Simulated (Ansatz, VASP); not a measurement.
**CdS: VASP beside Ansatz**

```
CELL_PARAMETERS angstrom
4.19509 0.00000 0.00000
-2.09754 3.63305 0.00000
0.00000 0.00000 6.82652
ATOMIC_POSITIONS crystal
Cd 0.33333 0.66667 0.99921
Cd 0.66667 0.33333 0.49921
S 0.33333 0.66667 0.37579
S 0.66667 0.33333 0.87579
```

Alike in both runs: functional PBE; k mesh 9 × 9 × 4; occupations gaussian, width 0.02 eV; non-collinear spin, spin-orbit coupling.

Ansatz relaxed the structure, and its values are those at the end. VASP's run is a single point on that final structure, the one shown.

|  | VASP | Ansatz |
| --- | --- | --- |
| version | VASP 6.6.1 | Ansatz 0.2.0 |
| potentials or method | VASP PAW PBE potentials, release 64 (Cd, S), cutoff 520 eV | plane waves, PAW |
| valence electrons in the cell | 36 | 52 |

VASP gave:

```
pressure (GPa) : 0.3
```

Estimate Ansatz's values.

pressure (GPa): 0.0.

VASP's potentials hold 36 valence electrons a cell and Ansatz's 52, so a difference there can come from the potentials and not from the codes.
